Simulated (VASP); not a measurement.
A run of VASP 6.6.1 is set up as follows.

File INCAR:

```
  ALGO = Normal
  EDIFF = 1E-6
  ENCUT = 520
  GGA = PE
  ISIF = 2
  ISMEAR = 0
  LASPH = True
  LCHARG = False
  LREAL = False
  LWAVE = False
  NBANDS = 14
  NELM = 100
  PREC = Accurate
  SIGMA = 0.1
```

The input KPOINTS:

```
k-points
0
Gamma
  6 6 4
```

Contents of POSCAR:

```
Si2Cl
1.0
    3.5615697497      0.0000000000      0.0000000000
    0.0000000000      3.5615697497      0.0000000000
    0.0000000000      0.0000000000      5.0753542280
Si Cl
2 1
Direct
    0.5000000000      0.5000000000      0.5000000000
    0.5000000000      0.5000000000      0.0000000000
    0.0000000000      0.0000000000      0.5000000000
```

Potentials or basis: VASP PAW PBE potentials, release 64 (Si, Cl).

The run is started by

```sh
$ cat potpaw_PBE.64/Si/POTCAR potpaw_PBE.64/Cl/POTCAR > POTCAR
$ mpirun -np 1 vasp_std > vasp.out
```

(1) Predict the pressure.

Results:

(1) 0.2 GPa.

Caveat: an odd number of electrons without spin polarisation forces a metal; a magnetic or distorted state may lie lower.
